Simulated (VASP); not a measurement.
Input of a VASP 6.6.1 run:

File POSCAR:

```
WS2
1.0
    3.1829541699      0.0000000000      0.0000000000
   -1.5914770850      2.7565191702      0.0000000000
    0.0000000000      0.0000000000     28.5322178600
W S
3 6
Direct
    0.6666666667      0.3333333333      0.4343616800
    0.6666666667      0.3333333333      0.8855337800
    0.0000000000      0.0000000000      0.6592864300
    0.6666666667      0.3333333333      0.6046252100
    0.0000000000      0.0000000000      0.3797102500
    0.0000000000      0.0000000000      0.8308482800
    0.6666666667      0.3333333333      0.7139522100
    0.0000000000      0.0000000000      0.4890304200
    0.0000000000      0.0000000000      0.9401857300
```

The input INCAR.step1:

```
  ALGO = Normal
  EDIFF = 1E-4
  ENCUT = 520
  GGA = PE
  ISMEAR = -1
  LASPH = True
  LCHARG = False
  LDAU = True
  LDAUJ = 0 0
  LDAUL = 2 -1
  LDAUTYPE = 2
  LDAUU = 5 0
  LMAXMIX = 4
  LREAL = False
  LWAVE = True
  NBANDS = 49
  NELM = 150
  PREC = Accurate
  SIGMA = 0.05
```

INCAR.step2

```
  ALGO = Normal
  EDIFF = 1E-6
  ENCUT = 520
  ISIF = 2
  ISMEAR = -1
  ISTART = 1
  LASPH = True
  LCHARG = True
  LDAU = True
  LDAUJ = 0 0
  LDAUL = 2 -1
  LDAUPRINT = 1
  LDAUTYPE = 2
  LDAUU = 5 0
  LELF = True
  LMAXMIX = 4
  LMIXTAU = True
  LREAL = False
  LVHAR = True
  LWAVE = False
  METAGGA = R2SCAN
  NBANDS = 49
  NELM = 150
  PREC = Accurate
  SIGMA = 0.05
```

The input KPOINTS:

```
k-points
0
Gamma
  7 7 1
```

Potentials or basis: VASP PAW PBE potentials, release 64 (W_sv, S).

The run is started by

```bash
$ cat potpaw_PBE.64/W_sv/POTCAR potpaw_PBE.64/S/POTCAR > POTCAR
$ cp INCAR.step1 INCAR
$ mpirun -np 1 vasp_std > vasp.out
$ cp INCAR.step2 INCAR
$ mpirun -np 1 vasp_std > vasp.out
```

Question: Predict the band gap on the k mesh.

Answer: 1.63 eV (least direct gap 2.44 eV).

Question: Estimate the largest force.

Answer: 0.494 eV/Å.

Forces on the atoms (eV/Å):
```
W    0.000  0.000 -0.007
W    0.000  0.000 -0.003
W    0.000  0.000  0.004
S    0.000  0.000 -0.479
S    0.000  0.000 -0.494
S    0.000  0.000 -0.472
S    0.000  0.000  0.483
S    0.000  0.000  0.475
S    0.000  0.000  0.493
```

Caveat: there is no dipole correction, which matters where the two faces differ; the PAW data sets were made with another functional, which shifts forces and pressure a little; spin-orbit coupling is left out, which moves the levels of the heavy elements.
